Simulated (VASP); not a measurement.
Runs of VASP 6.6.1 on ScAl. The structure is that of space group Pm-3m (No. 221), or close to it. The cells are those of the table. 

```csv
task,cell,gap on the mesh (eV),pressure (GPa)
single point,"a = 3.370 Å, 2 atoms",none,-4.3
single point,"a = 3.404 Å, 2 atoms",none,-6.1
electric field gradients,"a = 3.370 Å, 2 atoms",none,-4.3
electric field gradients,"a = 3.302 Å, 2 atoms",none,(a)
```

Alike in all rows: level LDA; potentials or basis VASP PAW LDA potentials, release 64 (Sc_sv, Al); no spin polarisation; k mesh 10 × 10 × 10; cutoff (eV) 520; smearing fermi-dirac 0.05 eV.

**Question.** Fill in the values left out.

**Answer.** (a) 0.6.

Caveats: the cell stands under tension (at least some runs).

A gap of «none» marks levels without a gap at the run's occupations.
